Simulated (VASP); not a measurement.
# NbSi (WC type) (P-6m2) in VASP: a series of runs

NbSi (WC type) is run at these levels: PBE; tasks: single point.

Everything below comes from runs of VASP 6.6.1. Logs are shortened: lines on timing, memory, paths and dates and some standing lists are left out, and cuts for length are marked.

## 1. The cell of the first run

Symmetry: P-6m2, No. 187, hexagonal system. Conventional cell: a = 2.659 Å, b = 2.659 Å, c = 3.936 Å, α = 90.00°, β = 90.00°, γ = 120.00°. Nb (site symmetry -6m2) has 6 Si at 2.50 Å and 6 Nb at 2.66 Å within 3.3 Å. Within 3.3 Å of Si (site symmetry -6m2) lie 6 Nb at 2.50 Å and 6 Si at 2.66 Å.

## 2. Single point, PBE

Input file INCAR:

```
PREC = Accurate
ENCUT = 520
EDIFF = 1E-7
ISMEAR = -1
SIGMA = 0.1
LREAL = False
LASPH = True
NELM = 60
ALGO = Normal
ISIF = 2
LWAVE = False
LCHARG = True
GGA = PE
LELF = True
LVHAR = True
NBANDS = 16
```

Input file KPOINTS:

```
regular mesh
0
Gamma
  14 14 13
```

Input file POSCAR:

```
NbSi
1.0
    2.6590728729      0.0000000000      0.0000000000
   -1.3295364365      2.3028246585      0.0000000000
    0.0000000000      0.0000000000      3.9363661074
Nb Si
1 1
Direct
    0.0000000000      0.0000000000      0.0000000000
    0.3333333333      0.6666666667      0.5000000000
```

Potentials or basis: VASP PAW PBE potentials, release 64 (Nb_sv, Si).

Launch:

```console
> cat potpaw_PBE.64/Nb_sv/POTCAR potpaw_PBE.64/Si/POTCAR > POTCAR
> mpirun -np 1 vasp_std > vasp.out
```

OUTCAR:

```text
PREC = Accurate
   ENCUT = 520
   EDIFF = 1E-7
   ISMEAR = -1
   LREAL = False
   LASPH = True
   NELM = 60
   ISIF = 2
   GGA = PE

 ion  position               nearest neighbor table
   1  0.000  0.000  0.000-   2 2.50   2 2.50   2 2.50   2 2.50   2 2.50   2 2.50
   2  0.333  0.667  0.500-   1 2.50   1 2.50   1 2.50   1 2.50   1 2.50   1 2.50

  LATTYP: Found a hexagonal cell.
 ALAT       =     2.6590728729
 C/A-ratio  =     1.4803528506

  Lattice vectors:

 A1 = (   2.6590728729,   0.0000000000,   0.0000000000)
 A2 = (  -1.3295364365,   2.3028246585,   0.0000000000)
 A3 = (   0.0000000000,   0.0000000000,   3.9363661074)

Analysis of symmetry for initial positions (statically):
=====================================================================
 Subroutine PRICEL returns:
 Original cell was already a primitive cell.

 Routine SETGRP: Setting up the symmetry group for a
 hexagonal supercell.

 Subroutine GETGRP returns: Found 12 space group operations
 (whereof 12 operations were pure point group operations)
 out of a pool of 24 trial point group operations.

The static configuration has the point symmetry D_3h.

Analysis of symmetry for dynamics (positions and initial velocities):
=====================================================================
 Subroutine PRICEL returns:
 Original cell was already a primitive cell.

 Routine SETGRP: Setting up the symmetry group for a
 hexagonal supercell.

 Subroutine GETGRP returns: Found 12 space group operations
 (whereof 12 operations were pure point group operations)
 out of a pool of 24 trial point group operations.

The dynamic configuration has the point symmetry D_3h.

 Subroutine INISYM returns: Found 12 space group operations
 (whereof 12 operations are pure point group operations),
 and found     1 'primitive' translations

----------------------------------------------------------------------------------------

                                     Primitive cell

  volume of cell :      24.1039

  direct lattice vectors                    reciprocal lattice vectors
     2.659072873  0.000000000  0.000000000     0.376070927  0.217124651  0.000000000
    -1.329536436  2.302824659  0.000000000     0.000000000  0.434249302  0.000000000
     0.000000000  0.000000000  3.936366107     0.000000000  0.000000000  0.254041411

  length of vectors
     2.659072873  2.659072873  3.936366107     0.434249302  0.434249302  0.254041411

  position of ions in fractional coordinates (direct lattice)
     0.000000000  0.000000000  0.000000000
     0.333333333  0.666666667  0.500000000

  ion indices of the primitive-cell ions
   primitive index   ion index
                 1           1
                 2           2

----------------------------------------------------------------------------------------

 KPOINTS: regular mesh

Automatic generation of k-mesh.
 Grid dimensions read from file:
 generate k-points for:   14   14   13

 Generating k-lattice:

  Cartesian coordinates                     Fractional coordinates (reciprocal lattice)
     0.026862209  0.015508904  0.000000000     0.071428571 -0.000000000  0.000000000
     0.000000000  0.031017807  0.000000000     0.000000000  0.071428571  0.000000000
     0.000000000  0.000000000  0.019541647     0.000000000  0.000000000  0.076923077

  Length of vectors
     0.031017807  0.031017807  0.019541647

  Shift w.r.t. Gamma in fractional coordinates (k-lattice)
     0.000000000  0.000000000  0.000000000

 Subroutine IBZKPT returns following result:
 ===========================================

 Found    168 irreducible k-points:

 Following reciprocal coordinates:
            Coordinates               Weight
  0.000000  0.000000  0.000000      1.000000
  0.071429  0.000000  0.000000      6.000000
  0.142857  0.000000  0.000000      6.000000
  0.214286  0.000000  0.000000      6.000000
  0.285714  0.000000  0.000000      6.000000
  0.357143 -0.000000  0.000000      6.000000
[... 16 lines left out ...]
  0.285714  0.285714  0.000000      6.000000
  0.357143  0.285714  0.000000      6.000000
 [... further k-points ...]
   k-points           NKPTS =    168   k-points in BZ     NKDIM =    168   number of bands    NBANDS=     16
   number of dos      NEDOS =    301   number of ions     NIONS =      2
   total plane-waves  NPLWV =  12000
   dimension x,y,z NGX =    20 NGY =   20 NGZ =   30
   dimension x,y,z NGXF=    40 NGYF=   40 NGZF=   60
   ions per type =               1   1
   NGX,Y,Z   is equivalent  to a cutoff of  12.50, 12.50, 12.67 a.u.
   NGXF,Y,Z  is equivalent  to a cutoff of  25.01, 25.01, 25.34 a.u.
 SYSTEM =  unknown system
   PREC   = accura    normal or accurate (medium, high low for compatibility)
   ISTART =      0    job   : 0-new  1-cont  2-samecut
   ICHARG =      2    charge: 1-file 2-atom 10-const
   ISPIN  =      1    spin polarized calculation?
   LNONCOLLINEAR =      F non collinear calculations
   LSORBIT =      F    spin-orbit coupling
   LASPH  =      T    aspherical Exc in radial PAW
   ENCUT  =  520.0 eV  38.22 Ry    6.18 a.u.   4.94  4.94  7.32*2*pi/ulx,y,z
   NELM   =     60;   NELMIN=  2; NELMDL= -5     # of ELM steps
   EDIFF  = 0.1E-06   stopping-criterion for ELM
   LREAL  =      F    real-space projection
   EDIFFG = 0.1E-05   stopping-criterion for IOM
   NSW    =      0    number of steps for IOM
   IBRION =     -1    ionic relax: 0-MD 1-quasi-New 2-CG
   NFREE  =      0    steps in history (QN), initial steepest desc. (CG)
   ISIF   =      2    stress and relaxation
   ISYM   =      2    0-nonsym 1-usesym 2-fastsym
   POTIM  = 0.5000    time-step for ionic-motion
   TEBEG  =    0.0;   TEEND  =   0.0 temperature during run
   PSTRESS=    0.0 pullay stress
   NELECT =      17.0000    total number of electrons
   NUPDOWN=      -1.0000    fix difference up-down
   EMIN   =  10.00;   EMAX   =-10.00  energy-range for DOS
   EFERMI =   0.00;   METHOD = LEGACY
   ISMEAR =    -1;   SIGMA  =   0.10  broadening in eV -4-tet -1-fermi 0-gaus
   EFERMI_NEDOS =   21; number of points for ismear=-14 and -15
   IALGO  =     38    algorithm
   IMIX   =      4    mixing-type and parameters
     AMIX     =   0.40;   BMIX     =  1.00
     AMIX_MAG =   1.60;   BMIX_MAG =  1.00
  volume/ion in A,a.u.               =      12.05        81.33
  Fermi-wavevector in a.u.,A,eV,Ry     =   1.457233  2.753771 28.892345  2.123527
  Thomas-Fermi vector in A             =   2.574058
   LORBIT       =      0    0 simple, 1 ext, 2 COOP (PROOUT), +10 PAW based schemes
   GGA     = PE    functional components
   LHFCALC =     F    Hartree Fock is set to
   AEXX    =    0.0000 exact exchange contribution
   IVDW    =     0    specifies the selected vdW correction
   LEPSILON=     F    determine dielectric tensor
   LRPA    =     F    only Hartree local field effects (RPA)
 non-spin polarized calculation
  energy-cutoff  :      520.00
  volume of cell :       24.10
 maximum number of plane-waves:       667
 NGX is ok and might be reduce to    20
   NGX =  9   NGY =  9   NGZ = 15

 number of electron      16.9999999 magnetization

 Free energy of the ion-electron system (eV)
  ---------------------------------------------------
  ext. energy  EPLUGINS =         0.00000000
  ---------------------------------------------------
  free energy    TOTEN  =       -14.60161656 eV

  energy without entropy =      -14.57398674  energy(sigma->0) =      -14.58780165

 E-fermi :  15.4220     XC(G=0): -13.3702

 val. band max:       15.4185066269   @ k =   0.0000   0.0000   0.3846
 cond. band min:      15.4239875689   @ k =   0.1429   0.1429   0.4615
 fundamental gap:      0.0054809420
 Fermi energy:        15.4219502113

 k-point     1 :       0.0000    0.0000    0.0000
  band No.  band energies     occupation
      1     -39.1822      2.00000
      2     -15.6465      2.00000
      3     -13.9245      2.00000
      4     -13.9245      2.00000
      5       1.8879      2.00000
      6      10.8641      2.00000
[... 8 lines left out ...]
     15      26.9987      0.00000
     16      27.8242      0.00000

 k-point     2 :       0.0714    0.0000    0.0000
  band No.  band energies     occupation
      1     -39.1589      2.00000
      2     -15.6219      2.00000
      3     -14.0676      2.00000
      4     -13.9548      2.00000
      5       2.0427      2.00000
      6      11.1045      2.00000
[... 8 lines left out ...]
     15      27.3832      0.00000
     16      28.4821      0.00000

 k-point     3 :       0.1429    0.0000    0.0000
  band No.  band energies     occupation
      1     -39.0932      2.00000
      2     -15.5524      2.00000
      3     -14.4573      2.00000
      4     -14.0390      2.00000
      5       2.4953      2.00000
      6      11.6916      2.00000
[... 8 lines left out ...]
     15      27.5346      0.00000
     16      29.2932      0.00000

 k-point     4 :       0.2143    0.0000    0.0000
  band No.  band energies     occupation
      1     -38.9965      2.00000
      2     -15.4504      2.00000
      3     -14.9950      2.00000
      4     -14.1583      2.00000
      5       3.2189      2.00000
      6      11.7469      2.00000
[... 8 lines left out ...]
     15      27.2283      0.00000
     16      28.2383      0.00000
[... 324 lines left out ...]
 k-point    22 :       0.3571    0.2143    0.0000
  band No.  band energies     occupation
      1     -38.6515      2.00000
      2     -16.1578      2.00000
      3     -15.1731      2.00000
      4     -15.0872      2.00000
      5       8.2573      2.00000
      6      10.2183      2.00000
[... 8 lines left out ...]
     15      28.3770      0.00000
     16      31.0308      0.00000

 k-point    23 :       0.2857    0.2857    0.0000
  band No.  band energies     occupation
      1     -38.6460      2.00000
      2     -16.0178      2.00000
      3     -15.3646      2.00000
      4     -15.0815      2.00000
      5       8.2421      2.00000
      6      10.8595      2.00000
[... 8 lines left out ...]
     15      29.1055      0.00000
     16      30.8658      0.00000

 k-point    24 :       0.3571    0.2857    0.0000
  band No.  band energies     occupation
      1     -38.6300      2.00000
      2     -15.9378      2.00000
      3     -15.5477      2.00000
      4     -15.0647      2.00000
      5       9.2938      2.00000
      6      10.2408      2.00000
[... 8 lines left out ...]
     15      30.5657      0.00000
     16      30.5801      0.00000

 [... further k-points ...]

------------------------ aborting loop because EDIFF is reached ----------------------------------------

  FORCE on cell =-STRESS in cart. coord.  units (eV):
  Direction    XX          YY          ZZ          XY          YZ          ZX
  --------------------------------------------------------------------------------------
  -------------------------------------------------------------------------------------
  Total       12.7157457     12.7157457     12.6902108     -0.0000000      0.0000000     -0.0000000
  in kB      845.2123291    845.2123292    843.5150288     -0.0000000      0.0000000     -0.0000000
  external PRESSURE =     844.6465624 kB  Pullay stress =       0.0000000 kB

 VOLUME and BASIS-vectors are now :
 -----------------------------------------------------------------------------
  energy-cutoff  :      520.00
  volume of cell :       24.10
      direct lattice vectors                 reciprocal lattice vectors
     2.659072873  0.000000000  0.000000000     0.376070927  0.217124651  0.000000000
    -1.329536436  2.302824659  0.000000000     0.000000000  0.434249302  0.000000000
     0.000000000  0.000000000  3.936366107     0.000000000  0.000000000  0.254041411

 POSITION                                       TOTAL-FORCE (eV/Angst)
 -----------------------------------------------------------------------------------
      0.00000      0.00000      0.00000         0.000000     -0.000000      0.000000
     -0.00000      1.53522      1.96818        -0.000000      0.000000      0.000000
 -----------------------------------------------------------------------------------
    total drift:                                0.000000     -0.000000      0.000000

  FREE ENERGIE OF THE ION-ELECTRON SYSTEM (eV)
  ---------------------------------------------------
  free  energy   TOTEN  =       -14.6016165633 eV

  energy  without entropy=      -14.5739867420  energy(sigma->0) =      -14.58780165
```

It took 1.7 min on 1 thread of Intel Xeon 8259CL, shared host; peak memory 0.18 GiB.

What came out:

* Free energy: -14.6016 eV
* Pressure: 84.5 GPa
* Band gap on the k mesh: zero (an odd number of electrons rules out a gap without spin polarisation)

Stress tensor (GPa, compression positive):
```
84.52  0.00  0.00
 0.00 84.52  0.00
 0.00  0.00 84.35
```

Caveat: the cell stands under pressure.

## 3. Single point, PBE

Input file INCAR:

```
SYSTEM = NbSi
ALGO = Normal
EDIFF = 1E-6
ENCUT = 520
GGA = PE
ISIF = 2
ISMEAR = -1
LASPH = .TRUE.
LCHARG = .FALSE.
LREAL = .FALSE.
LWAVE = .FALSE.
NBANDS = 16
NELM = 100
PREC = Accurate
SIGMA = 0.1
```

Input file KPOINTS:

```
k-points
0
G
  14 14 13
  0 0 0
```

Input file POSCAR:

```
NbSi
1.0
    2.6591224434      0.0000000000      0.0000000000
   -1.3295612217      2.3028675877      0.0000000000
    0.0000000000      0.0000000000      3.9358005192
Nb Si
1 1
Direct
    0.0000000000      0.0000000000      0.0000000000
    0.3333333333      0.6666666667      0.5000000000
```

Potentials or basis: VASP PAW PBE potentials, release 64 (Nb_sv, Si).

Launch:

```console
> cat potpaw_PBE.64/Nb_sv/POTCAR potpaw_PBE.64/Si/POTCAR > POTCAR
> mpirun -np 1 vasp_std > vasp.out
```

It took 83 s on 1 thread of Intel Xeon 8259CL, shared host; peak memory 0.18 GiB.

Results (log left out):

```yaml
Free_energy: -14.6003 eV
Pressure: 84.5 GPa
Band_gap_on_the_k_mesh: zero (an odd number of electrons rules out a gap without spin polarisation)
```

Stress tensor (GPa, compression positive):
```
84.55  0.00  0.00
 0.00 84.55  0.00
 0.00  0.00 84.43
```

Levels at points of the mesh, in eV from the Fermi level:
```tsv
k point	band 5	band 6	band 7	band 8	band 9	band 10	band 11	band 12
(0.00, 0.00, 0.00)	-13.53	-4.56	-2.21	-0.12	-0.12	3.57	3.57	7.40
(0.50, 0.00, 0.00)	-7.86	-6.18	-5.47	-4.33	1.56	4.26	5.00	6.84
```

Caveat: the cell stands under pressure.
